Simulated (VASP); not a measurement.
# H4C in VASP: further runs

H4C is run at these levels: PBE+D3(BJ); tasks: single point.

Everything below comes from runs of VASP 6.6.1. Logs are shortened: lines on timing, memory, paths and dates and some standing lists are left out, and cuts for length are marked.

## 1. The cell of the first run

The cell holds an amorphous packing of atoms, 40 atoms: a = 7.683 Å, b = 7.683 Å, c = 7.683 Å, α = 90.00°, β = 90.00°, γ = 90.00°.

## 2. Single point, PBE+D3(BJ)

File INCAR:

```
SYSTEM = H4C
PREC = Accurate ; ENCUT = 520
EDIFF = 1E-6 ; ISMEAR = -1
SIGMA = 0.02 ; LREAL = Auto
LASPH = .TRUE. ; NELM = 120
ALGO = Normal ; ISIF = 2
LWAVE = .FALSE. ; LCHARG = .TRUE.
GGA = PE ; IVDW = 12
LELF = .TRUE. ; LVHAR = .TRUE.
NBANDS = 58 ; GGA_COMPAT = .FALSE.
```

File KPOINTS:

```
Automatic mesh
0
G
  1 1 1
  0 0 0
```

File POSCAR:

```
H4C
1.0
    7.6834750000      0.0000000000      0.0000000000
    0.0000000000      7.6834750000      0.0000000000
    0.0000000000      0.0000000000      7.6834750000
C H
8 32
Direct
    0.4333976489      0.1562444076      0.8434204575
    0.9526288561      0.2994348260      0.5557251114
    0.4260702351      0.6857183761     -0.0296350284
    0.1450385405      0.8316289179      0.5350964245
    0.2150198966      0.1619579682      0.2221390712
    0.8521274554      0.9748713961      0.9047338607
    0.5192051773      0.5341072887      0.4317837957
    0.9575485051      0.4483127751      0.9478914163
    0.4988758342      0.1980093643      0.9720081083
    0.3880145377      0.0235570494      0.8325529790
    0.5306843583      0.1807255181      0.7385590504
    0.3131005177      0.2339045809      0.8395420041
    0.8304966177      0.2264600327      0.5813775668
    1.0148533053      0.2560039565      0.4358965182
    1.0503060139      0.2855218505      0.6590637700
    0.9236445749      0.4403606441      0.5625579572
    0.4020576627      0.7451706422     -0.1543832706
    0.5591870866      0.7223294148      0.0335785566
    0.4128470516      0.5396126102     -0.0373528905
    0.3364623429      0.7544112527      0.0560553656
    0.1657583320      0.7240604024      0.4456707414
    0.0737166451      0.9202867192      0.4422608260
    0.2507068742      0.8991894943      0.6062361106
    0.0483895633      0.7998464237      0.6284656357
    0.1937534774      0.3080377043      0.2094104556
    0.1542140763      0.0872652023      0.1160282294
    0.1722788192      0.1107832068      0.3440630704
    0.3595508543      0.1322578651      0.2046209560
    0.9870273542      0.9643943658      0.8509430954
    0.8640361295      0.8636326662      0.9949404404
    0.7579773475      0.9670363995      0.7973085095
    0.8091130641      1.0866177088      0.9947191863
    0.5855944088      0.6353114964      0.5089494011
    0.3771991189      0.5514041498      0.4437054848
    0.5668398739      0.4121702745      0.4916785699
    0.5746748704      0.5278861453      0.3034173990
    0.9357094284      0.4733795581      0.8172343894
    0.8374986578      0.4985504606      1.0177035781
    1.0749563186      0.5215999271      0.9912311812
    0.9585246259      0.3166405825      0.9619345413
```

Potentials or basis: VASP PAW PBE potentials, release 64 (C, H).

On the command line:

```console
> cat potpaw_PBE.64/C/POTCAR potpaw_PBE.64/H/POTCAR > POTCAR
> mpirun -np 1 vasp_gam > vasp.out
```

OUTCAR:

```text
SYSTEM = H4C
   PREC = Accurate
   ENCUT = 520
   EDIFF = 1E-6
   ISMEAR = -1
   LREAL = Auto
   LASPH = .TRUE.
   NELM = 120
   ISIF = 2
   GGA = PE
   IVDW = 12
 IVDW          = 12

 ion  position               nearest neighbor table
   1  0.433  0.156  0.843-  10 1.08  12 1.10  11 1.12   9 1.15
   2  0.953  0.299  0.556-  14 1.09  15 1.10  16 1.11  13 1.11
   3  0.426  0.686  0.970-  17 1.08  20 1.09  19 1.13  18 1.17
   4  0.145  0.832  0.535-  24 1.06  21 1.09  23 1.11  22 1.13
   5  0.215  0.162  0.222-  27 1.07  26 1.10  25 1.14  28 1.14
   6  0.852  0.975  0.905-  31 1.10  30 1.10  29 1.12  32 1.15
   7  0.519  0.534  0.432-  36 1.08  33 1.10  34 1.10  35 1.11
   8  0.958  0.448  0.948-  40 1.02  37 1.04  39 1.11  38 1.13
   9  0.499  0.198  0.972-   1 1.15
  10  0.388  0.024  0.833-   1 1.08
  11  0.531  0.181  0.739-   1 1.12
  12  0.313  0.234  0.840-   1 1.10
  13  0.830  0.226  0.581-   2 1.11
  14  0.015  0.256  0.436-   2 1.09
[... 24 lines left out ...]
  39  0.075  0.522  0.991-   8 1.11
  40  0.959  0.317  0.962-   8 1.02

  LATTYP: Found a simple cubic cell.
 ALAT       =     7.6834750000

  Lattice vectors:

 A1 = (   7.6834750000,   0.0000000000,   0.0000000000)
 A2 = (   0.0000000000,   7.6834750000,   0.0000000000)
 A3 = (   0.0000000000,   0.0000000000,   7.6834750000)

Analysis of symmetry for initial positions (statically):
=====================================================================
 Subroutine PRICEL returns:
 Original cell was already a primitive cell.

 Routine SETGRP: Setting up the symmetry group for a
 simple cubic supercell.

 Subroutine GETGRP returns: Found  1 space group operations
 (whereof  1 operations were pure point group operations)
 out of a pool of 48 trial point group operations.

The static configuration has the point symmetry C_1 .

Analysis of symmetry for dynamics (positions and initial velocities):
=====================================================================
 Subroutine PRICEL returns:
 Original cell was already a primitive cell.

 Routine SETGRP: Setting up the symmetry group for a
 simple cubic supercell.

 Subroutine GETGRP returns: Found  1 space group operations
 (whereof  1 operations were pure point group operations)
 out of a pool of 48 trial point group operations.

The dynamic configuration has the point symmetry C_1 .

 Subroutine INISYM returns: Found  1 space group operations
 (whereof  1 operations are pure point group operations),
 and found     1 'primitive' translations

----------------------------------------------------------------------------------------

                                     Primitive cell

  volume of cell :     453.6000

  direct lattice vectors                    reciprocal lattice vectors
     7.683475000  0.000000000  0.000000000     0.130149444  0.000000000  0.000000000
     0.000000000  7.683475000  0.000000000     0.000000000  0.130149444  0.000000000
     0.000000000  0.000000000  7.683475000     0.000000000  0.000000000  0.130149444

  length of vectors
     7.683475000  7.683475000  7.683475000     0.130149444  0.130149444  0.130149444

  position of ions in fractional coordinates (direct lattice)
     0.433397649  0.156244408  0.843420458
     0.952628856  0.299434826  0.555725111
     0.426070235  0.685718376  0.970364972
     0.145038541  0.831628918  0.535096424
     0.215019897  0.161957968  0.222139071
     0.852127455  0.974871396  0.904733861
[... 32 lines left out ...]
     0.074956319  0.521599927  0.991231181
     0.958524626  0.316640582  0.961934541

  ion indices of the primitive-cell ions
   primitive index   ion index
                 1           1
                 2           2
                 3           3
                 4           4
                 5           5
                 6           6
[... 32 lines left out ...]
                39          39
                40          40

----------------------------------------------------------------------------------------

 KPOINTS: Automatic mesh

Automatic generation of k-mesh.
[... 45 lines left out ...]
   TEBEG  =    0.0;   TEEND  =   0.0 temperature during run
   PSTRESS=    0.0 pullay stress
   NELECT =      64.0000    total number of electrons
   NUPDOWN=      -1.0000    fix difference up-down
   EMIN   =  10.00;   EMAX   =-10.00  energy-range for DOS
   EFERMI =   0.00;   METHOD = LEGACY
   ISMEAR =    -1;   SIGMA  =   0.02  broadening in eV -4-tet -1-fermi 0-gaus
   EFERMI_NEDOS =   21; number of points for ismear=-14 and -15
   IALGO  =     38    algorithm
   IMIX   =      4    mixing-type and parameters
     AMIX     =   0.40;   BMIX     =  1.00
     AMIX_MAG =   1.60;   BMIX_MAG =  1.00
  volume/ion in A,a.u.               =      11.34        76.53
  Fermi-wavevector in a.u.,A,eV,Ry     =   0.852270  1.610557  9.882781  0.726364
  Thomas-Fermi vector in A             =   1.968532
   LORBIT       =      0    0 simple, 1 ext, 2 COOP (PROOUT), +10 PAW based schemes
   GGA     = PE    functional components
   LHFCALC =     F    Hartree Fock is set to
   AEXX    =    0.0000 exact exchange contribution
   IVDW    =    12    specifies the selected vdW correction
   LEPSILON=     F    determine dielectric tensor
   LRPA    =     F    only Hartree local field effects (RPA)
 non-spin polarized calculation
  energy-cutoff  :      520.00
  volume of cell :      453.60
 maximum number of plane-waves:      6099
 NGX is ok and might be reduce to    60
   NGX = 29   NGY = 29   NGZ = 29

 number of electron      64.0000001 magnetization

 Free energy of the ion-electron system (eV)
  ---------------------------------------------------
  ext. energy  EPLUGINS =         0.00000000
  ---------------------------------------------------
  free energy    TOTEN  =      -190.31958403 eV

  energy without entropy =     -190.31958403  energy(sigma->0) =     -190.31958403

 E-fermi :  -5.2506     XC(G=0):  -5.8461

 val. band max:       -5.7956698730   @ k =   0.0000   0.0000   0.0000
 cond. band min:       0.7971922071   @ k =   0.0000   0.0000   0.0000
 fundamental gap:      6.5928620801
 Fermi energy:        -5.2505706062

 k-point     1 :       0.0000    0.0000    0.0000
  band No.  band energies     occupation
      1     -15.1916      2.00000
      2     -14.9061      2.00000
      3     -14.7772      2.00000
      4     -14.6578      2.00000
      5     -14.6411      2.00000
      6     -14.5550      2.00000
[... 36 lines left out ...]
     43       4.1083      0.00000
     44       4.3329      0.00000
 [bands above 44 left out]

------------------------ aborting loop because EDIFF is reached ----------------------------------------

 Edisp (eV)   -1.17829

 E8    (eV) :    -0.2456

  FORCE on cell =-STRESS in cart. coord.  units (eV):
  Direction    XX          YY          ZZ          XY          YZ          ZX
  --------------------------------------------------------------------------------------
  -------------------------------------------------------------------------------------
  Total      -6.33754     0.98215     2.26378     0.81940    -5.48480    -3.13621
  in kB     -22.38506     3.46908     7.99599     2.89422   -19.37306   -11.07752
  external pressure =       -3.64 kB  Pullay stress =        0.00 kB

 VOLUME and BASIS-vectors are now :
 -----------------------------------------------------------------------------
  energy-cutoff  :      520.00
  volume of cell :      453.60
      direct lattice vectors                 reciprocal lattice vectors
     7.683475000  0.000000000  0.000000000     0.130149444  0.000000000  0.000000000
     0.000000000  7.683475000  0.000000000     0.000000000  0.130149444  0.000000000
     0.000000000  0.000000000  7.683475000     0.000000000  0.000000000  0.130149444

 POSITION                                       TOTAL-FORCE (eV/Angst)
 -----------------------------------------------------------------------------------
      3.33000      1.20050      6.48040         0.772285      1.231969      0.837584
      7.31950      2.30070      4.26990        -0.090101      0.342344      0.474871
      3.27370      5.26870      7.45578         1.577831     -0.262259      1.344150
      1.11440      6.38980      4.11140        -0.849839      1.381858     -1.289521
      1.65210      1.24440      1.70680         1.710286      0.672544     -1.379484
      6.54730      7.49040      6.95150         0.387389      0.157610      1.150716
[... 32 lines left out ...]
      0.57593      4.00770      7.61610        -0.465973     -0.604037     -0.013729
      7.36480      2.43290      7.39100         0.566976     -2.864406      0.630114
 -----------------------------------------------------------------------------------
    total drift:                               -0.006392      0.003615      0.009353

  FREE ENERGIE OF THE ION-ELECTRON SYSTEM (eV)
  ---------------------------------------------------
  free  energy   TOTEN  =      -191.4978697182 eV

  energy  without entropy=     -191.4978697182  energy(sigma->0) =     -191.49786972
```

Wall time 4.8 min (1 thread of Intel Xeon 8259CL, shared host); peak memory 0.45 GiB.

What came out:

```yaml
Free_energy: -191.4979 eV
Pressure: -0.4 GPa
Largest_force: 4.050 eV/Å
Band_gap_on_the_k_mesh: 6.59 eV
Dispersion_energy_per_atom: -0.029 eV
```

Forces in eV/Å, atoms in the order of the input:
```
C    0.772  1.232  0.838
C   -0.090  0.342  0.475
C    1.578 -0.262  1.344
C   -0.850  1.382 -1.290
C    1.710  0.673 -1.379
C    0.387  0.158  1.151
C    0.606 -0.377  1.319
C   -0.826  3.407  2.028
H   -0.638 -1.029 -1.257
H    0.320 -0.526  0.499
H   -0.761  0.206  0.233
H    0.337  0.304 -0.531
H    0.579  0.133  0.075
H   -0.407  0.383 -0.121
H   -0.235 -0.552  0.047
H   -0.077 -0.289 -0.674
H    0.480  0.047 -0.688
H   -1.358 -0.504 -1.302
H   -0.130  1.162  0.296
H   -0.584 -0.514  0.404
H    0.879 -0.478  0.440
H    0.577 -0.014  0.883
H    0.042 -0.476 -0.826
H   -0.812 -0.666  0.867
H    0.099 -1.362  0.062
H   -0.259  0.362  0.079
H   -0.059 -0.093  0.604
H   -1.113  0.407  0.429
H   -0.542  1.277  0.161
H   -1.011 -0.291 -0.344
H    0.054 -0.521  0.357
H    1.078 -0.776 -1.232
H   -0.153  0.144 -0.261
H    0.436 -0.251 -0.330
H   -0.578  0.019  0.104
H   -0.225  0.374 -0.816
H   -0.258  0.656 -1.994
H    0.933 -0.215 -0.266
H   -0.466 -0.604 -0.014
H    0.567 -2.864  0.630
```

Stress tensor (GPa, compression positive):
```
-2.24  0.29 -1.11
 0.29  0.35 -1.94
-1.11 -1.94  0.80
```

Caveat: the k points lie up to 0.82 Å⁻¹ apart.

(Continued in part 2 of 2.)
